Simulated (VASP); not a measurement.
A run of VASP 6.6.1 is set up as follows.

The input INCAR:

```
PREC = Accurate
ENCUT = 560
EDIFF = 1E-6
ISMEAR = -1
SIGMA = 0.05
LREAL = F
LASPH = T
NELM = 120
ALGO = Normal
ISIF = 2
LWAVE = F
LCHARG = F
GGA = PS
NBANDS = 23
GGA_COMPAT = F
```

Contents of KPOINTS:

```
Automatic mesh
0
Gamma
  11 11 6
```

POSCAR

```
Os
1.0
    2.6713958479      0.0000000000      0.0000000000
   -1.3356979240      2.3134966679      0.0000000000
    0.0000000000      0.0000000000      4.2333783617
Os
2
Direct
    0.6666666667      0.3333333333      0.7500000000
    0.3333333333      0.6666666667      0.2500000000
```

Potentials or basis: VASP PAW PBE potentials, release 64 (Os_sv_GW).

Launch:

```console
$ cat potpaw_PBE.64/Os_sv_GW/POTCAR > POTCAR
$ mpirun -np 1 vasp_std > vasp.out
```

**Question.** What does it give for the pressure?

**Answer.** 28.6 GPa.

**Question.** What does it give for the band gap on the k mesh?

**Answer.** Zero (bands 16 and 17 overlap by 4.33 eV).

Caveat: the cell stands under pressure; the PAW data sets were made with another functional, which shifts forces and pressure a little; spin-orbit coupling is left out, which moves the levels of the heavy elements.
